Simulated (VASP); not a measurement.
# Ni (Fm-3m) in VASP: single point with PBE

Aim: the single point of Ni with PBE.

All numbers are computed with VASP 6.6.1; they aren't measurements. Logs are shortened: lines on timing, memory, paths and dates and some standing lists are left out, and cuts for length are marked.

### Step 1. The cell of the first run

Symmetry: Fm-3m, No. 225, cubic system. The conventional cell has a = 3.519 Å, b = 3.519 Å, c = 3.519 Å, α = 90.00°, β = 90.00°, γ = 90.00°. Within 3.3 Å of Ni (site symmetry m-3m) lie 12 Ni at 2.49 Å.

### Step 2. Single point, PBE, collinear spin, ferromagnetic start

INCAR reads:

```
PREC = Accurate
ENCUT = 520
EDIFF = 1E-6
ISMEAR = -1
SIGMA = 0.05
LREAL = F
LASPH = T
NELM = 150
ALGO = Normal
ISIF = 2
LWAVE = F
LCHARG = F
ISPIN = 2
MAGMOM = 1
LORBIT = 11
LMAXMIX = 4
GGA = PE
NBANDS = 15
```

KPOINTS reads:

```
regular mesh
0
Gamma
  21 21 21
```

POSCAR reads:

```
Ni
1.0
    0.0000000000      1.7593077821      1.7593077821
    1.7593077821      0.0000000000      1.7593077821
    1.7593077821      1.7593077821      0.0000000000
Ni
1
Direct
    0.0000000000      0.0000000000      0.0000000000
```

Potentials or basis: VASP PAW PBE potentials, release 64 (Ni).

On the command line:

```sh
> cat potpaw_PBE.64/Ni/POTCAR > POTCAR
> mpirun -np 1 vasp_std > vasp.out
```

OUTCAR:

```text
PREC = Accurate
   ENCUT = 520
   EDIFF = 1E-6
   ISMEAR = -1
   LREAL = F
   LASPH = T
   NELM = 150
   ISIF = 2
   ISPIN = 2
   LORBIT = 11
   GGA = PE

 ion  position               nearest neighbor table
   1  0.000  0.000  0.000-

  LATTYP: Found a face centered cubic cell.
 ALAT       =     3.5186155642

  Lattice vectors:

 A1 = (   0.0000000000,   1.7593077821,   1.7593077821)
 A2 = (   1.7593077821,   0.0000000000,   1.7593077821)
 A3 = (   1.7593077821,   1.7593077821,   0.0000000000)

Analysis of symmetry for initial positions (statically):
=====================================================================
 Subroutine PRICEL returns:
 Original cell was already a primitive cell.

 Routine SETGRP: Setting up the symmetry group for a
 face centered cubic supercell.

 Subroutine GETGRP returns: Found 48 space group operations
 (whereof 48 operations were pure point group operations)
 out of a pool of 48 trial point group operations.

The static configuration has the point symmetry O_h .

Analysis of symmetry for dynamics (positions and initial velocities):
=====================================================================
 Subroutine PRICEL returns:
 Original cell was already a primitive cell.

 Routine SETGRP: Setting up the symmetry group for a
 face centered cubic supercell.

 Subroutine GETGRP returns: Found 48 space group operations
 (whereof 48 operations were pure point group operations)
 out of a pool of 48 trial point group operations.

The dynamic configuration has the point symmetry O_h .

Analysis of structural, dynamic, and magnetic symmetry:
=====================================================================
 Subroutine PRICEL returns:
 Original cell was already a primitive cell.

 Routine SETGRP: Setting up the symmetry group for a
 face centered cubic supercell.

 Subroutine GETGRP returns: Found 48 space group operations
 (whereof 48 operations were pure point group operations)
 out of a pool of 48 trial point group operations.

The overall configuration has the point symmetry O_h .

 Subroutine INISYM returns: Found 48 space group operations
 (whereof 48 operations are pure point group operations),
 and found     1 'primitive' translations

----------------------------------------------------------------------------------------

                                     Primitive cell

  volume of cell :      10.8907

  direct lattice vectors                    reciprocal lattice vectors
     0.000000000  1.759307782  1.759307782    -0.284202688  0.284202688  0.284202688
     1.759307782  0.000000000  1.759307782     0.284202688 -0.284202688  0.284202688
     1.759307782  1.759307782  0.000000000     0.284202688  0.284202688 -0.284202688

  length of vectors
     2.488036926  2.488036926  2.488036926     0.492253495  0.492253495  0.492253495

  position of ions in fractional coordinates (direct lattice)
     0.000000000  0.000000000  0.000000000

  ion indices of the primitive-cell ions
   primitive index   ion index
                 1           1

----------------------------------------------------------------------------------------

 KPOINTS: regular mesh

Automatic generation of k-mesh.
 Grid dimensions read from file:
 generate k-points for:   21   21   21

 Generating k-lattice:

  Cartesian coordinates                     Fractional coordinates (reciprocal lattice)
    -0.013533461  0.013533461  0.013533461     0.047619048  0.000000000  0.000000000
     0.013533461 -0.013533461  0.013533461     0.000000000  0.047619048  0.000000000
     0.013533461  0.013533461 -0.013533461     0.000000000  0.000000000  0.047619048

  Length of vectors
     0.023440643  0.023440643  0.023440643

  Shift w.r.t. Gamma in fractional coordinates (k-lattice)
     0.000000000  0.000000000  0.000000000

 Subroutine IBZKPT returns following result:
 ===========================================

 Found    286 irreducible k-points:

 Following reciprocal coordinates:
            Coordinates               Weight
  0.000000  0.000000  0.000000      1.000000
  0.047619  0.000000  0.000000      8.000000
  0.095238  0.000000  0.000000      8.000000
  0.142857  0.000000  0.000000      8.000000
  0.190476  0.000000  0.000000      8.000000
  0.238095  0.000000  0.000000      8.000000
[... 16 lines left out ...]
 -0.428571  0.047619  0.000000     24.000000
 -0.380952  0.047619  0.000000     24.000000
 [... further k-points ...]
   k-points           NKPTS =    286   k-points in BZ     NKDIM =    286   number of bands    NBANDS=     15
   number of dos      NEDOS =    301   number of ions     NIONS =      1
   total plane-waves  NPLWV =   8000
   dimension x,y,z NGX =    20 NGY =   20 NGZ =   20
   dimension x,y,z NGXF=    40 NGYF=   40 NGZF=   40
   ions per type =               1
   NGX,Y,Z   is equivalent  to a cutoff of  13.36, 13.36, 13.36 a.u.
   NGXF,Y,Z  is equivalent  to a cutoff of  26.73, 26.73, 26.73 a.u.
 SYSTEM =  unknown system
   PREC   = accura    normal or accurate (medium, high low for compatibility)
   ISTART =      0    job   : 0-new  1-cont  2-samecut
   ICHARG =      2    charge: 1-file 2-atom 10-const
   ISPIN  =      2    spin polarized calculation?
   LNONCOLLINEAR =      F non collinear calculations
   LSORBIT =      F    spin-orbit coupling
   LASPH  =      T    aspherical Exc in radial PAW
   ENCUT  =  520.0 eV  38.22 Ry    6.18 a.u.   4.63  4.63  4.63*2*pi/ulx,y,z
   NELM   =    150;   NELMIN=  2; NELMDL= -5     # of ELM steps
   EDIFF  = 0.1E-05   stopping-criterion for ELM
   LREAL  =      F    real-space projection
   EDIFFG = 0.1E-04   stopping-criterion for IOM
   NSW    =      0    number of steps for IOM
   IBRION =     -1    ionic relax: 0-MD 1-quasi-New 2-CG
   NFREE  =      0    steps in history (QN), initial steepest desc. (CG)
   ISIF   =      2    stress and relaxation
   ISYM   =      2    0-nonsym 1-usesym 2-fastsym
   POTIM  = 0.5000    time-step for ionic-motion
   TEBEG  =    0.0;   TEEND  =   0.0 temperature during run
   PSTRESS=    0.0 pullay stress
   NELECT =      10.0000    total number of electrons
   NUPDOWN=      -1.0000    fix difference up-down
   EMIN   =  10.00;   EMAX   =-10.00  energy-range for DOS
   EFERMI =   0.00;   METHOD = LEGACY
   ISMEAR =    -1;   SIGMA  =   0.05  broadening in eV -4-tet -1-fermi 0-gaus
   EFERMI_NEDOS =   21; number of points for ismear=-14 and -15
   IALGO  =     38    algorithm
   IMIX   =      4    mixing-type and parameters
     AMIX     =   0.40;   BMIX     =  1.00
     AMIX_MAG =   1.60;   BMIX_MAG =  1.00
  volume/ion in A,a.u.               =      10.89        73.49
  Fermi-wavevector in a.u.,A,eV,Ry     =   1.591194  3.006920 34.448549  2.531897
  Thomas-Fermi vector in A             =   2.689772
   LORBIT       =     11    0 simple, 1 ext, 2 COOP (PROOUT), +10 PAW based schemes
   GGA     = PE    functional components
   LHFCALC =     F    Hartree Fock is set to
   AEXX    =    0.0000 exact exchange contribution
   IVDW    =     0    specifies the selected vdW correction
   LEPSILON=     F    determine dielectric tensor
   LRPA    =     F    only Hartree local field effects (RPA)
 spin polarized calculation
  energy-cutoff  :      520.00
  volume of cell :       10.89
 maximum number of plane-waves:       304
   NGX =  9   NGY =  9   NGZ =  9

 number of electron      10.0000009 magnetization       0.6108921

 Free energy of the ion-electron system (eV)
  ---------------------------------------------------
  ext. energy  EPLUGINS =         0.00000000
  ---------------------------------------------------
  free energy    TOTEN  =        -5.47725939 eV

  energy without entropy =       -5.46268292  energy(sigma->0) =       -5.46997115

 E-fermi :   9.3621     XC(G=0): -13.2494

 val. band max:        9.3613923418   @ k =  -0.3333   0.2857   0.0952
 cond. band min:       9.3639810034   @ k =   0.4286   0.2857   0.0476
 fundamental gap:      0.0025886616
 Fermi energy:         9.3621123579

 spin component 1

 k-point     1 :       0.0000    0.0000    0.0000
  band No.  band energies     occupation
      1       0.3597      1.00000
      2       6.9412      1.00000
      3       6.9412      1.00000
      4       6.9412      1.00000
      5       8.1173      1.00000
      6       8.1173      1.00000
      7      33.0773      0.00000
      8      36.9315      0.00000
      9      36.9315      0.00000
     10      36.9315      0.00000
     11      39.8680      0.00000
     12      39.8680      0.00000
     13      39.8680      0.00000
     14      42.8315      0.00000
     15      49.1226      0.00000

 k-point     2 :       0.0476    0.0000    0.0000
  band No.  band energies     occupation
      1       0.4485      1.00000
      2       6.9182      1.00000
      3       6.9613      1.00000
      4       6.9613      1.00000
      5       8.1087      1.00000
      6       8.1087      1.00000
      7      32.8156      0.00000
      8      35.6519      0.00000
      9      36.7054      0.00000
     10      36.7054      0.00000
     11      40.1975      0.00000
     12      40.1975      0.00000
     13      40.7377      0.00000
     14      43.5229      0.00000
     15      48.1605      0.00000
[... 365 lines left out ...]
      3       7.0075      1.00000
      4       8.0972      1.00000
      5       8.6834      1.00000
      6       9.3156      0.71705
      7      15.8125      0.00000
      8      31.0369      0.00000
      9      33.0918      0.00000
     10      34.0562      0.00000
     11      37.2585      0.00000
     12      38.3065      0.00000
     13      43.5524      0.00000
     14      53.4589      0.00000
     15      54.0035      0.00000

 k-point    24 :      -0.3810    0.0476    0.0000
  band No.  band energies     occupation
      1       4.3816      1.00000
      2       6.9938      1.00000
      3       7.0458      1.00000
      4       7.5842      1.00000
      5       8.5544      1.00000
      6       8.9424      0.99977
      7      17.3239      0.00000
      8      31.0697      0.00000
      9      33.2198      0.00000
     10      34.7717      0.00000
     11      37.1616      0.00000
     12      38.7442      0.00000
     13      43.3660      0.00000
     14      51.3578      0.00000
     15      52.5798      0.00000

 [... further k-points ...]

 spin component 2

 k-point     1 :       0.0000    0.0000    0.0000
  band No.  band energies     occupation
      1       0.3235      1.00000
      2       7.6786      1.00000
      3       7.6786      1.00000
      4       7.6786      1.00000
      5       8.6864      1.00000
      6       8.6864      1.00000
      7      32.9153      0.00000
      8      36.9110      0.00000
      9      36.9110      0.00000
     10      36.9110      0.00000
     11      39.9651      0.00000
     12      39.9651      0.00000
     13      39.9651      0.00000
     14      42.7103      0.00000
     15      49.3146      0.00000

 k-point     2 :       0.0476    0.0000    0.0000
  band No.  band energies     occupation
      1       0.4124      1.00000
      2       7.6525      1.00000
      3       7.6994      1.00000
      4       7.6994      1.00000
      5       8.6772      1.00000
      6       8.6772      1.00000
      7      32.6817      0.00000
      8      35.6434      0.00000
      9      36.7028      0.00000
     10      36.7028      0.00000
     11      40.2735      0.00000
     12      40.2735      0.00000
     13      40.7661      0.00000
     14      43.4368      0.00000
     15      48.3266      0.00000
[... 365 lines left out ...]
      3       7.6099      1.00000
      4       8.3714      1.00000
      5       9.4177      0.24755
      6       9.8197      0.00011
      7      16.1634      0.00000
      8      30.9544      0.00000
      9      33.1308      0.00000
     10      34.1377      0.00000
     11      37.2995      0.00000
     12      38.3310      0.00000
     13      43.6585      0.00000
     14      53.5244      0.00000
     15      54.4846      0.00000

 k-point    24 :      -0.3810    0.0476    0.0000
  band No.  band energies     occupation
      1       4.6748      1.00000
      2       7.5913      1.00000
      3       7.6546      1.00000
      4       7.8744      1.00000
      5       9.2771      0.84556
      6       9.5915      0.01008
      7      17.5998      0.00000
      8      31.0137      0.00000
      9      33.2356      0.00000
     10      34.8632      0.00000
     11      37.1951      0.00000
     12      38.7659      0.00000
     13      43.4462      0.00000
     14      51.4246      0.00000
     15      52.8467      0.00000

 [... further k-points ...]

------------------------ aborting loop because EDIFF is reached ----------------------------------------

  FORCE on cell =-STRESS in cart. coord.  units (eV):
  Direction    XX          YY          ZZ          XY          YZ          ZX
  --------------------------------------------------------------------------------------
  -------------------------------------------------------------------------------------
  Total       -0.0121187     -0.0121187     -0.0121187      0.0000000      0.0000000     -0.0000000
  in kB       -1.7828388     -1.7828388     -1.7828388      0.0000000      0.0000000     -0.0000000
  external PRESSURE =      -1.7828388 kB  Pullay stress =       0.0000000 kB

 VOLUME and BASIS-vectors are now :
 -----------------------------------------------------------------------------
  energy-cutoff  :      520.00
  volume of cell :       10.89
      direct lattice vectors                 reciprocal lattice vectors
     0.000000000  1.759307782  1.759307782    -0.284202688  0.284202688  0.284202688
     1.759307782  0.000000000  1.759307782     0.284202688 -0.284202688  0.284202688
     1.759307782  1.759307782  0.000000000     0.284202688  0.284202688 -0.284202688

 POSITION                                       TOTAL-FORCE (eV/Angst)
 -----------------------------------------------------------------------------------
      0.00000      0.00000      0.00000         0.000000      0.000000      0.000000
 -----------------------------------------------------------------------------------
    total drift:                               -0.000000     -0.000000     -0.000000

  FREE ENERGIE OF THE ION-ELECTRON SYSTEM (eV)
  ---------------------------------------------------
  free  energy   TOTEN  =        -5.4772593918 eV

  energy  without entropy=       -5.4626829166  energy(sigma->0) =       -5.46997115

 total charge

# of ion       s       p       d       tot
------------------------------------------
    1        0.497   0.496   8.315   9.308

 magnetization (x)

# of ion       s       p       d       tot
------------------------------------------
    1       -0.007  -0.025   0.654   0.623
```

Run time: 40 s. Hardware: 1 thread of AMD EPYC 9R45 (Zen 5), shared host; peak memory 0.15 GiB.

What came out:

```yaml
Free_energy: -5.4773 eV
Pressure: -0.2 GPa
Net_moment: 0.61 μB per cell
Site_moments: Ni +0.62 μB
Valence_electrons_inside_the_program's_atomic_spheres: Ni 9.31
```

Levels at points of the mesh, in eV from the Fermi level:
Spin up:
| k point | band 3 | band 4 | band 5 | band 6 | band 7 | band 8 |
| --- | --- | --- | --- | --- | --- | --- |
| (0.00, 0.00, 0.00) | -2.42 | -2.42 | -1.24 | -1.24 | 23.72 | 27.57 |
Spin down:
```tsv
k point	band 1	band 2	band 3	band 4	band 5	band 6	band 7	band 8	band 9	band 10
(0.00, 0.00, 0.00)	-9.04	-1.68	-1.68	-1.68	-0.68	-0.68	23.55	27.55	27.55	27.55
```
